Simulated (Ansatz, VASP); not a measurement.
**PtC in VASP and in Ansatz**

Contents of INCAR:

```
SYSTEM = PtC
PREC     = Accurate       ! precision mode
ENCUT    = 600            ! plane-wave cutoff, eV
EDIFF    = 1E-6           ! SCF threshold, eV
ISMEAR   = 0              ! smearing method
SIGMA    = 0.1            ! smearing width, eV
LREAL    = .False.        ! projectors in reciprocal space
LASPH    = .True.         ! aspherical terms in the spheres
NELM     = 100            ! most SCF steps
ALGO     = Normal         ! electronic algorithm
ISIF     = 3              ! what is computed and relaxed
LWAVE    = .False.        ! write WAVECAR
LCHARG   = .False.        ! write CHGCAR
GGA      = PE             ! functional
IBRION   = 2              ! ionic algorithm
NSW      = 90             ! ionic steps
EDIFFG   = -0.04          ! ionic threshold
```

File KPOINTS:

```
regular mesh
0
Gamma
  6 6 6
  0 0 0
```

File POSCAR:

```
PtC
1.0
    2.8598634921      0.0000000000      0.0000000000
    0.0000000000      2.8598634921      0.0000000000
    0.0000000000      0.0000000000      2.8598634921
Pt C
1 1
Direct
    0.0000000000      0.0000000000      0.0000000000
    0.5000000000      0.5000000000      0.5000000000
```

Input for Ansatz:

```yaml
crystal:
  lattice:
    - [2.8598634921, 0.0, 0.0]
    - [0.0, 2.8598634921, 0.0]
    - [0.0, 0.0, 2.8598634921]
  atoms:
    - { symbol: Pt, position: [0.0, 0.0, 0.0] }
    - { symbol: C, position: [0.5, 0.5, 0.5] }
basis:
  ecutwfc: 420
kpoints:
  mp_grid: { grid: [6, 6, 6] }
hamiltonian:
  xc: pbe
scf:
  occupations: { method: gaussian, width: 0.1 }
  lower_state_search: "off"
output:
  forces: true
  stress: true
  eigenvalues: true
relax:
  adjacent_minimum: "off"
  f_tol: 0.04
  max_steps: 70
  cell: { stress_tol: 0.4 }
```

Alike in both runs: task relaxation of cell and atoms; functional PBE; k mesh 6 × 6 × 6; occupations gaussian, width 0.1 eV; no spin polarisation.

|  | VASP | Ansatz |
| --- | --- | --- |
| version | VASP 6.6.1 | Ansatz 0.2.0 |
| potentials or method | VASP PAW PBE potentials, release 64 (Pt, C), cutoff 600 eV | scalar-relativistic, plane waves, PAW |
| valence electrons in the cell | 14 | 22 |

Ansatz gave:

| Property | Result |
| --- | --- |
| gap on the k mesh at the Fermi level, each at its own relaxed structure (eV) | none |
| relaxed volume (Å³/atom) | 11.02 |
| relaxed cell length with the largest relative difference (Å) | 2.804 |

Task: Which values does VASP return?

Result: gap on the k mesh at the Fermi level, each at its own relaxed structure (eV): none; relaxed volume (Å³/atom): 11.01; relaxed cell length with the largest relative difference (Å): 2.803.

A gap of «none» marks a metal or a gap that the smearing closes. VASP's potentials hold 14 valence electrons a cell and Ansatz's 22, so a difference there can come from the potentials and not from the codes.

The k mesh is coarse, so the values compare programs but aren't converged. Spin-orbit coupling is off throughout.
